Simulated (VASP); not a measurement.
Crystal: BaTe.

```
Ba Te
1.0
     0.00000    3.57195    3.53239
     3.57195    0.00000    3.53239
     3.57195    3.57195    0.00000
Ba Te
1 1
Direct
  0.00000 0.00000 0.00000
  0.50000 0.50000 0.50000
```

This cell differs from its parent crystal: biaxial xy strain +1.1%.

Program: VASP 6.6.1. Alike in all runs: task single point; potentials or basis VASP PAW PBE potentials, release 64 (Ba_sv, Te); no spin polarisation; cell as given; cutoff (eV) 520. Hardware: 1 thread of Intel Xeon 6975P-C, with other jobs on the host.

**Question.** Order these runs on this cell by their wall time, lowest first.
A. level r2SCAN; k mesh 6 × 6 × 6; smearing gaussian 0.01 eV
B. level PBE; k mesh 6 × 6 × 6; smearing fermi-dirac 0.02 eV
C. level HSE06; k mesh 4 × 4 × 4; smearing gaussian 0.01 eV; grid for exact exchange (PRECFOCK) Normal; screening parameter 0.2079 1/Å

**Answer.** B (45 s), A (170 s), C (1500 s).
